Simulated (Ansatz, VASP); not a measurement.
## Two plane-wave programs on Ta4C3

Contents of INCAR:

```
SYSTEM = Ta4C3
PREC     = Accurate       ! precision mode
ENCUT    = 520            ! plane-wave cutoff, eV
EDIFF    = 1E-6           ! SCF threshold, eV
ISMEAR   = 0              ! smearing method
SIGMA    = 0.15           ! smearing width, eV
LREAL    = .False.        ! projectors in reciprocal space
LASPH    = .True.         ! aspherical terms in the spheres
NELM     = 100            ! most SCF steps
ALGO     = Normal         ! electronic algorithm
ISIF     = 2              ! what is computed and relaxed
LWAVE    = .False.        ! write WAVECAR
LCHARG   = .True.         ! write CHGCAR
GGA      = PS             ! functional
LELF     = .True.         ! ELF
LVHAR    = .True.       
NBANDS   = 37             ! bands
```

KPOINTS

```
regular mesh
0
Gamma
  10 10 10
  0 0 0
```

POSCAR

```
Ta4C3
1.0
    4.2264981175      0.0000000000      0.0000000000
    0.0000000000      4.2264981175      0.0000000000
    0.0000000000      0.0000000000      4.5787062939
Ta C
4 3
Direct
    0.0000000000      0.5000000000      0.5000000000
    0.5000000000      0.0000000000      0.5000000000
    0.5000000000      0.5000000000      0.0000000000
    0.0000000000      0.0000000000      0.0000000000
    0.5000000000      0.0000000000      0.0000000000
    0.0000000000      0.5000000000      0.0000000000
    0.0000000000      0.0000000000      0.5000000000
```

Input for Ansatz:

```yaml
crystal:
  lattice:
    - [4.2264981175, 0.0, 0.0]
    - [0.0, 4.2264981175, 0.0]
    - [0.0, 0.0, 4.5787062939]
  atoms:
    - { symbol: Ta, position: [0.0, 0.5, 0.5] }
    - { symbol: Ta, position: [0.5, 0.0, 0.5] }
    - { symbol: Ta, position: [0.5, 0.5, 0.0] }
    - { symbol: Ta, position: [0.0, 0.0, 0.0] }
    - { symbol: C, position: [0.5, 0.0, 0.0] }
    - { symbol: C, position: [0.0, 0.5, 0.0] }
    - { symbol: C, position: [0.0, 0.0, 0.5] }
basis:
  ecutwfc: 420
kpoints:
  mp_grid: { grid: [10, 10, 10] }
hamiltonian:
  xc: pbesol
scf:
  occupations: { method: gaussian, width: 0.15 }
output:
  forces: true
  stress: true
  eigenvalues: true
```

Change from the starting cell: strain -0.040 along x and y, +0.040 along z, atoms carried along.

Alike in both runs: task single point; functional PBEsol; k mesh 10 × 10 × 10; occupations gaussian, width 0.15 eV; no spin polarisation.

|  | VASP | Ansatz |
| --- | --- | --- |
| version | VASP 6.6.1 | Ansatz 0.2.0 |
| potentials or method | VASP PAW PBE potentials, release 64 (Ta_pv, C), cutoff 520 eV | scalar-relativistic, plane waves, PAW |
| valence electrons in the cell | 56 | 64 |

|  | VASP | Ansatz | Ansatz less VASP |
| --- | --- | --- | --- |
| gap on the k mesh at the Fermi level (eV) | none | none | - |
| pressure (GPa) | 19.3 | 18.4 | -0.88 |
| traceless stress, the component that is largest in VASP (GPa) | -28.80 | -28.55 | +0.257 |

VASP's potentials were made for PBE, not for PBEsol. A gap of «none» marks a metal or a gap that the smearing closes. The functional is the same, so the differences come from potentials, cutoffs and numerics. VASP's potentials hold 56 valence electrons a cell and Ansatz's 64, so a difference there can come from the potentials and not from the codes.

Neither program's run includes spin-orbit coupling.
